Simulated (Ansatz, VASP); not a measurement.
# One calculation of Ge, two programs

```
Ge
1.0
     3.99759    0.00000    0.00000
    -1.99879    3.46201    0.00000
     0.00000    0.00000    6.59938
Ge
4
Direct
  0.66667 0.33333 0.06290
  0.33333 0.66667 0.56290
  0.66667 0.33333 0.43710
  0.33333 0.66667 0.93710
```

Alike in both runs: task relaxation of cell and atoms; functional PBEsol; dispersion D3(BJ); k mesh 6 × 6 × 3; occupations fermi-dirac, width 0.1 eV; no spin polarisation.

|  | VASP | Ansatz |
| --- | --- | --- |
| version | VASP 6.6.1 | Ansatz 0.2.0 |
| potentials or method | VASP PAW PBE potentials, release 64 (Ge_d), cutoff 600 eV | plane waves, PAW |
| valence electrons in the cell | 56 | 56 |

```csv
,VASP,Ansatz,Ansatz less VASP
relaxed volume (Å³/atom),22.18,22.21,+0.024
relaxed cell length with the largest relative difference (Å),3.963,3.965,+0.0020
```

VASP's potentials were made for PBE, not for PBEsol.
